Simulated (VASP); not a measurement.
Here is a VASP 6.6.1 calculation.

The input INCAR:

```
SYSTEM = B
  PREC = Accurate
  ENCUT = 520
  EDIFF = 1E-6
  ISMEAR = -1
  SIGMA = 0.1
  LREAL = .False.
  LASPH = .True.
  NELM = 60
  ALGO = Normal
  ISIF = 2
  LWAVE = .False.
  LCHARG = .False.
  GGA = PS
  NBANDS = 10
```

Contents of KPOINTS:

```
regular mesh
0
Gamma
  17 17 9
  0 0 0
```

The input POSCAR:

```
B
1.0
    1.7098405110      0.0000000000      0.0000000000
   -0.8549202555      1.4807653189      0.0000000000
    0.0000000000      0.0000000000      7.1685426072
B
2
Direct
    0.3333333333      0.6666666667      0.2500000000
    0.6666666667      0.3333333333      0.7500000000
```

Potentials or basis: VASP PAW PBE potentials, release 64 (B).

Run with:

```sh
$ cat potpaw_PBE.64/B/POTCAR > POTCAR
$ mpirun -np 1 vasp_std > vasp.out
```

(1) What does it give for the band gap on the k mesh?

(2) Predict the pressure.

## Answers

(1) zero (band 3 reaches 8.30 eV, above the bottom of band 4 at -2.27 eV).

(2) 0.2 GPa.

Caveat: the PAW data sets were made with another functional, which shifts forces and pressure a little; this functional lacks dispersion, which binds the layers, so the pressure and a relaxed spacing across them are unreliable.
